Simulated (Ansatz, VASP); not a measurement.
**One calculation of C, two programs**

```
CELL_PARAMETERS angstrom
5.40957 0.00000 0.00000
0.00000 5.40957 0.00000
0.00000 0.00000 3.38937
ATOMIC_POSITIONS crystal
C 0.32004 0.45019 0.95014
C 0.67996 0.54981 0.95014
C 0.45019 0.67996 0.04986
C 0.54981 0.32004 0.04986
C 0.82004 0.04981 0.45014
C 0.17996 0.95019 0.45014
C 0.95019 0.82004 0.54986
C 0.04981 0.17996 0.54986
C 0.59842 0.09842 0.25000
C 0.40158 0.90158 0.25000
C 0.09842 0.40158 0.75000
C 0.90158 0.59842 0.75000
```

Alike in both runs: functional PBE; k mesh 8 × 8 × 12; occupations gaussian, width 0.1 eV; no spin polarisation.

Ansatz relaxed the structure, and its values are those at the end. VASP's run is a single point on that final structure, the one shown.

```csv
,VASP,Ansatz
version,VASP 6.6.1,Ansatz 0.2.0
potentials or method,"VASP PAW PBE potentials, release 64 (C), cutoff 520 eV","scalar-relativistic, plane waves, PAW"
valence electrons in the cell,48,48
```

|  | VASP | Ansatz | Ansatz less VASP |
| --- | --- | --- | --- |
| gap on the k mesh at the Fermi level (eV) | none | none | - |
| pressure (GPa) | 0.4 | 0.0 | -0.40 |
| rms of the force components (eV/Å) | 0.017 | 0.001 | -0.0161 |

A gap of «none» marks a metal or a gap that the smearing closes. With one functional, cell and mesh, what is left measures potentials, basis and numerics.
